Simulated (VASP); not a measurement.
# InSe (P6_3/mmc) in VASP: relaxation of cell and atoms with PBE+D3(BJ)

Aim: the relaxation of cell and atoms of InSe with PBE+D3(BJ).

Everything below comes from runs of VASP 6.6.1. Logs are shortened: lines on timing, memory, paths and dates and some standing lists are left out, and cuts for length are marked.

### 1 The cell of the first run

Symmetry: P6_3/mmc, No. 194, hexagonal system. Conventional cell: a = 4.044 Å, b = 4.044 Å, c = 16.762 Å, α = 90.00°, β = 90.00°, γ = 120.00°. Within 3.5 Å of In (site symmetry 3m) lie 3 Se at 2.66 Å and 1 In at 2.80 Å. Within 3.5 Å of Se (site symmetry 3m) lie 3 In at 2.66 Å.

### 2 Relaxation of cell and atoms, PBE+D3(BJ)

File INCAR:

```
PREC = Accurate
ENCUT = 600
EDIFF = 1E-6
ISMEAR = 0
SIGMA = 0.02
LREAL = F
LASPH = T
NELM = 100
ALGO = Normal
ISIF = 3
LWAVE = F
LCHARG = F
GGA = PE
IVDW = 12
IBRION = 2
NSW = 100
EDIFFG = -0.005
KPAR = 4
```

File KPOINTS:

```
Automatic mesh
0
Gamma
  12 12 2
```

File POSCAR:

```
InSe
1.0
    4.0435953879      0.0000000000      0.0000000000
   -2.0217976940      3.5018563286      0.0000000000
    0.0000000000      0.0000000000     16.7615310922
In Se
4 4
Direct
    0.3333333333      0.6666666667      0.1665097186
    0.6666666667      0.3333333333      0.6665097186
    0.3333333333      0.6666666667      0.3334902814
    0.6666666667      0.3333333333      0.8334902814
    0.3333333333      0.6666666667      0.5902354783
    0.6666666667      0.3333333333      0.0902354783
    0.3333333333      0.6666666667      0.9097645217
    0.6666666667      0.3333333333      0.4097645217
```

Potentials or basis: VASP PAW PBE potentials, release 64 (In_d, Se).

On the command line:

```console
$ cat potpaw_PBE.64/In_d/POTCAR potpaw_PBE.64/Se/POTCAR > POTCAR
$ mpirun -np 4 vasp_std > vasp.out
```

OUTCAR:

```text
PREC = Accurate
   ENCUT = 600
   EDIFF = 1E-6
   ISMEAR = 0
   LREAL = F
   LASPH = T
   NELM = 100
   ISIF = 3
   GGA = PE
   IVDW = 12
   IBRION = 2
   NSW = 100
   EDIFFG = -0.005
 IVDW          = 12

 ion  position               nearest neighbor table
   1  0.333  0.667  0.167-   6 2.66   6 2.66   6 2.66   3 2.80
   2  0.667  0.333  0.667-   5 2.66   5 2.66   5 2.66   4 2.80
   3  0.333  0.667  0.333-   8 2.66   8 2.66   8 2.66   1 2.80
   4  0.667  0.333  0.833-   7 2.66   7 2.66   7 2.66   2 2.80
   5  0.333  0.667  0.590-   2 2.66   2 2.66   2 2.66
   6  0.667  0.333  0.090-   1 2.66   1 2.66   1 2.66
   7  0.333  0.667  0.910-   4 2.66   4 2.66   4 2.66
   8  0.667  0.333  0.410-   3 2.66   3 2.66   3 2.66

  LATTYP: Found a hexagonal cell.
 ALAT       =     4.0435953879
 C/A-ratio  =     4.1452048200

  Lattice vectors:

 A1 = (   4.0435953879,   0.0000000000,   0.0000000000)
 A2 = (  -2.0217976940,   3.5018563286,   0.0000000000)
 A3 = (   0.0000000000,   0.0000000000,  16.7615310922)

Analysis of symmetry for initial positions (statically):
=====================================================================
 Subroutine PRICEL returns:
 Original cell was already a primitive cell.

 Routine SETGRP: Setting up the symmetry group for a
 hexagonal supercell.

 Subroutine GETGRP returns: Found 24 space group operations
 (whereof 12 operations were pure point group operations)
 out of a pool of 24 trial point group operations.

The static configuration has the point symmetry D_3d.
 The point group associated with its full space group is D_6h.

Analysis of symmetry for dynamics (positions and initial velocities):
=====================================================================
 Subroutine PRICEL returns:
 Original cell was already a primitive cell.

 Routine SETGRP: Setting up the symmetry group for a
 hexagonal supercell.

 Subroutine GETGRP returns: Found 24 space group operations
 (whereof 12 operations were pure point group operations)
 out of a pool of 24 trial point group operations.

The dynamic configuration has the point symmetry D_3d.
 The point group associated with its full space group is D_6h.

 Subroutine INISYM returns: Found 24 space group operations
 (whereof 12 operations are pure point group operations),
 and found     1 'primitive' translations

----------------------------------------------------------------------------------------

                                     Primitive cell

  volume of cell :     237.3448

  direct lattice vectors                    reciprocal lattice vectors
     4.043595388  0.000000000  0.000000000     0.247304664  0.142781415  0.000000000
    -2.021797694  3.501856329  0.000000000     0.000000000  0.285562829  0.000000000
     0.000000000  0.000000000 16.761531092     0.000000000  0.000000000  0.059660421

  length of vectors
     4.043595388  4.043595388 16.761531092     0.285562829  0.285562829  0.059660421

  position of ions in fractional coordinates (direct lattice)
     0.333333333  0.666666667  0.166509719
     0.666666667  0.333333333  0.666509719
     0.333333333  0.666666667  0.333490281
     0.666666667  0.333333333  0.833490281
     0.333333333  0.666666667  0.590235478
     0.666666667  0.333333333  0.090235478
     0.333333333  0.666666667  0.909764522
     0.666666667  0.333333333  0.409764522

  ion indices of the primitive-cell ions
   primitive index   ion index
                 1           1
                 2           2
                 3           3
                 4           4
                 5           5
                 6           6
                 7           7
                 8           8

----------------------------------------------------------------------------------------

 KPOINTS: Automatic mesh

Automatic generation of k-mesh.
 Grid dimensions read from file:
 generate k-points for:   12   12    2

 Generating k-lattice:

  Cartesian coordinates                     Fractional coordinates (reciprocal lattice)
     0.020608722  0.011898451  0.000000000     0.083333333  0.000000000  0.000000000
     0.000000000  0.023796902  0.000000000     0.000000000  0.083333333  0.000000000
     0.000000000  0.000000000  0.029830210     0.000000000  0.000000000  0.500000000

  Length of vectors
     0.023796902  0.023796902  0.029830210

  Shift w.r.t. Gamma in fractional coordinates (k-lattice)
     0.000000000  0.000000000  0.000000000

 Subroutine IBZKPT returns following result:
 ===========================================

 Found     38 irreducible k-points:

 Following reciprocal coordinates:
            Coordinates               Weight
  0.000000  0.000000  0.000000      1.000000
  0.083333  0.000000  0.000000      6.000000
  0.166667  0.000000  0.000000      6.000000
  0.250000  0.000000  0.000000      6.000000
  0.333333  0.000000  0.000000      6.000000
  0.416667  0.000000  0.000000      6.000000
[... 16 lines left out ...]
  0.250000  0.000000  0.500000      6.000000
  0.333333  0.000000  0.500000      6.000000
 [... further k-points ...]
   k-points           NKPTS =     38   k-points in BZ     NKDIM =     38   number of bands    NBANDS=     45
   number of dos      NEDOS =    301   number of ions     NIONS =      8
   total plane-waves  NPLWV = 143360
   dimension x,y,z NGX =    32 NGY =   32 NGZ =  140
   dimension x,y,z NGXF=    64 NGYF=   64 NGZF=  280
   ions per type =               4   4
   NGX,Y,Z   is equivalent  to a cutoff of  13.16, 13.16, 13.89 a.u.
   NGXF,Y,Z  is equivalent  to a cutoff of  26.31, 26.31, 27.77 a.u.
 SYSTEM =  unknown system
   PREC   = accura    normal or accurate (medium, high low for compatibility)
   ISTART =      0    job   : 0-new  1-cont  2-samecut
   ICHARG =      2    charge: 1-file 2-atom 10-const
   ISPIN  =      1    spin polarized calculation?
   LNONCOLLINEAR =      F non collinear calculations
   LSORBIT =      F    spin-orbit coupling
   LASPH  =      T    aspherical Exc in radial PAW
   ENCUT  =  600.0 eV  44.10 Ry    6.64 a.u.   8.08  8.08 33.48*2*pi/ulx,y,z
   NELM   =    100;   NELMIN=  2; NELMDL= -5     # of ELM steps
   EDIFF  = 0.1E-05   stopping-criterion for ELM
   LREAL  =      F    real-space projection
   EDIFFG = -.5E-02   stopping-criterion for IOM
   NSW    =    100    number of steps for IOM
   IBRION =      2    ionic relax: 0-MD 1-quasi-New 2-CG
   NFREE  =      1    steps in history (QN), initial steepest desc. (CG)
   ISIF   =      3    stress and relaxation
   ISYM   =      2    0-nonsym 1-usesym 2-fastsym
   POTIM  = 0.5000    time-step for ionic-motion
   TEBEG  =    0.0;   TEEND  =   0.0 temperature during run
   PSTRESS=    0.0 pullay stress
   NELECT =      76.0000    total number of electrons
   NUPDOWN=      -1.0000    fix difference up-down
   EMIN   =  10.00;   EMAX   =-10.00  energy-range for DOS
   EFERMI =   0.00;   METHOD = LEGACY
   ISMEAR =     0;   SIGMA  =   0.02  broadening in eV -4-tet -1-fermi 0-gaus
   EFERMI_NEDOS =   21; number of points for ismear=-14 and -15
   IALGO  =     38    algorithm
   IMIX   =      4    mixing-type and parameters
     AMIX     =   0.40;   BMIX     =  1.00
     AMIX_MAG =   1.60;   BMIX_MAG =  1.00
  volume/ion in A,a.u.               =      29.67       200.21
  Fermi-wavevector in a.u.,A,eV,Ry     =   1.120004  2.116500 17.067261  1.254408
  Thomas-Fermi vector in A             =   2.256647
   LORBIT       =      0    0 simple, 1 ext, 2 COOP (PROOUT), +10 PAW based schemes
   GGA     = PE    functional components
   LHFCALC =     F    Hartree Fock is set to
   AEXX    =    0.0000 exact exchange contribution
   IVDW    =    12    specifies the selected vdW correction
   LEPSILON=     F    determine dielectric tensor
   LRPA    =     F    only Hartree local field effects (RPA)
 conjugate gradient relaxation of ions
 non-spin polarized calculation
 Gauss-broadening in eV      SIGMA  =   0.02
  energy-cutoff  :      600.00
  volume of cell :      237.34
 maximum number of plane-waves:      7952
   NGX = 17   NGY = 17   NGZ = 67

--------------------------------------- Ionic step        1  -------------------------------------------

 number of electron      76.0000009 magnetization

 Free energy of the ion-electron system (eV)
  ---------------------------------------------------
  ext. energy  EPLUGINS =         0.00000000
  ---------------------------------------------------
  free energy    TOTEN  =       -28.33486274 eV

  energy without entropy =      -28.33486274  energy(sigma->0) =      -28.33486274

------------------------ aborting loop because EDIFF is reached ----------------------------------------

 Edisp (eV)   -2.35943

 E8    (eV) :    -1.0811

  FORCE on cell =-STRESS in cart. coord.  units (eV):
  Direction    XX          YY          ZZ          XY          YZ          ZX
  --------------------------------------------------------------------------------------
  -------------------------------------------------------------------------------------
  Total      -0.18535    -0.18535    -0.01927     0.00000    -0.00000     0.00000
  in kB      -1.25122    -1.25122    -0.13005     0.00000    -0.00000     0.00000
  external pressure =       -0.88 kB  Pullay stress =        0.00 kB
[... 115 lines left out ...]
  FREE ENERGIE OF THE ION-ELECTRON SYSTEM (eV)
  ---------------------------------------------------
  free  energy   TOTEN  =       -30.6952952904 eV

  energy  without entropy=      -30.6952952904  energy(sigma->0) =      -30.69529529

[... ionic steps 4 to 7 ...]

--------------------------------------- Ionic step        8  -------------------------------------------

 number of electron      76.0000012 magnetization

------------------------ aborting loop because EDIFF is reached ----------------------------------------

 Edisp (eV)   -2.36993

 E8    (eV) :    -1.0859
[... 81 lines left out ...]
  energy  without entropy=      -30.6954885030  energy(sigma->0) =      -30.69548850

--------------------------------------- Ionic step       10  -------------------------------------------

 number of electron      76.0000012 magnetization

 Free energy of the ion-electron system (eV)
  ---------------------------------------------------
  ext. energy  EPLUGINS =         0.00000000
  ---------------------------------------------------
  free energy    TOTEN  =       -28.32467267 eV

  energy without entropy =      -28.32467267  energy(sigma->0) =      -28.32467267

 E-fermi :   4.0807     XC(G=0):  -8.8682

 val. band max:        3.9951419198   @ k =   0.0000   0.0000   0.0000
 cond. band min:       4.3577237003   @ k =   0.0000   0.0000   0.0000
 fundamental gap:      0.3625817805
 Fermi energy:         4.0806914981

 k-point     1 :       0.0000    0.0000    0.0000
  band No.  band energies     occupation
      1     -10.7861      2.00000
      2     -10.7853      2.00000
      3     -10.6006      2.00000
      4     -10.6006      2.00000
      5     -10.6002      2.00000
      6     -10.6002      2.00000
[... 1141 lines left out ...]
     44       7.8859      0.00000
     45       8.0815      0.00000

 [... further k-points ...]

------------------------ aborting loop because EDIFF is reached ----------------------------------------

 Edisp (eV)   -2.37082

 E8    (eV) :    -1.0863

  FORCE on cell =-STRESS in cart. coord.  units (eV):
  Direction    XX          YY          ZZ          XY          YZ          ZX
  --------------------------------------------------------------------------------------
  -------------------------------------------------------------------------------------
  Total       0.00997     0.00997     0.02798    -0.00000     0.00000    -0.00000
  in kB       0.06757     0.06757     0.18975    -0.00000     0.00000    -0.00000
  external pressure =        0.11 kB  Pullay stress =        0.00 kB
[... 23 lines left out ...]
  FREE ENERGIE OF THE ION-ELECTRON SYSTEM (eV)
  ---------------------------------------------------
  free  energy   TOTEN  =       -30.6954927461 eV

  energy  without entropy=      -30.6954927461  energy(sigma->0) =      -30.69549275

 reached required accuracy - stopping structural energy minimisation
```

Run time: 17 min. Hardware: 4 MPI ranks of Oxide Virtual Turin-like, shared host; peak memory 0.66 GiB.

Results:

* Free energy: -30.6955 eV
* Relaxed volume: 29.54 Å³/atom
* Relaxed cell: a = 4.032 Å, b = 4.032 Å, c = 16.780 Å, α = 90.00°, β = 90.00°, γ = 120.00°
* Space group after relaxing (to 0.1 Å): P6_3/mmc (No. 194)
* Energy gained by relaxing: 0.2 meV/atom
* Ionic steps: 10
* Pressure after relaxing: 0.0 GPa
* Largest force after relaxing: 0.004 eV/Å
* Band gap on the k mesh: 0.36 eV
* Dispersion energy per atom: -0.296 eV

Forces on the atoms (eV/Å):
```
In   0.000  0.000 -0.004
In   0.000  0.000 -0.004
In   0.000  0.000  0.004
In   0.000  0.000  0.004
Se   0.000  0.000 -0.002
Se   0.000  0.000 -0.002
Se   0.000  0.000  0.002
Se   0.000  0.000  0.002
```

The path:
| step | energy change (eV) | largest force (eV/Å) | pressure (GPa) | volume (Å³) |
| --- | --- | --- | --- | --- |
| 1 | 0.0000 | 0.0463 | -0.09 | 237.34 |
| 2 | -0.0008 | 0.0225 | -0.03 | 236.79 |
| 3 | -0.0010 | 0.0158 | 0.04 | 236.24 |
| 4 | -0.0012 | 0.0069 | -0.01 | 236.35 |
| 5 | -0.0012 | 0.0059 | -0.02 | 236.37 |
| 6 | -0.0012 | 0.0068 | -0.01 | 236.37 |
| 7 | -0.0012 | 0.0061 | -0.02 | 236.38 |
| 8 | -0.0012 | 0.0049 | -0.02 | 236.38 |
| 9 | -0.0012 | 0.0050 | 0.02 | 236.24 |
| 10 | -0.0012 | 0.0036 | 0.01 | 236.30 |

Final structure:
```cif
data_structure
_symmetry_space_group_name_H-M 'P 1'
_symmetry_Int_Tables_number 1
_cell_length_a 4.0324
_cell_length_b 4.0324
_cell_length_c 16.7804
_cell_angle_alpha 90.000
_cell_angle_beta 90.000
_cell_angle_gamma 120.000
_cell_volume 236.30
loop_
_atom_site_label
_atom_site_type_symbol
_atom_site_fract_x
_atom_site_fract_y
_atom_site_fract_z
_atom_site_occupancy
In1 In 0.33333 0.66667 0.16678 1
In2 In 0.66667 0.33333 0.66678 1
In3 In 0.33333 0.66667 0.33322 1
In4 In 0.66667 0.33333 0.83322 1
Se1 Se 0.33333 0.66667 0.58997 1
Se2 Se 0.66667 0.33333 0.08997 1
Se3 Se 0.33333 0.66667 0.91003 1
Se4 Se 0.66667 0.33333 0.41003 1
```

Caveat: spin-orbit coupling is left out, which moves the levels of the heavy elements.
